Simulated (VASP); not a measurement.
**Al: single point with PBE**

Crystal: Al.

```xyz
1
Lattice="0.0000 2.0199 2.0199 2.0199 0.0000 2.0199 2.0199 2.0199 0.0000" Properties=species:S:1:pos:R:3 pbc="T T T"
Al    0.0000    0.0000    0.0000
```

```json
{"Program": "VASP 6.6.1", "Task": "single point", "Functional": "PBE", "Potentials or basis": "VASP PAW PBE potentials, release 64 (Al)", "Cutoff": "520 eV", "k mesh": "16 × 16 × 16", "Occupations": "fermi-dirac, width 0.05 eV", "Spin": "no spin polarisation"}
```

| Item | Value |
| --- | --- |
| Pressure | 0.0 GPa |

Levels at points of the mesh, in eV from the Fermi level:
| k point | band 1 | band 2 | band 3 | band 4 | band 5 | band 6 |
| --- | --- | --- | --- | --- | --- | --- |
| (0.00, 0.00, 0.00) | -11.18 | 12.59 | 12.59 | 12.59 | 14.09 | 14.09 |
| (0.50, 0.00, 0.00) | -4.64 | -4.42 | 11.38 | 11.38 | 11.43 | 11.43 |
| (0.50, 0.50, 0.00) | -2.97 | -1.64 | 5.22 | 5.56 | 5.56 | 9.04 |

Run time: 12 s on 1 thread of Intel Xeon 6975P-C, with other jobs on the host, peak memory 0.14 GiB.
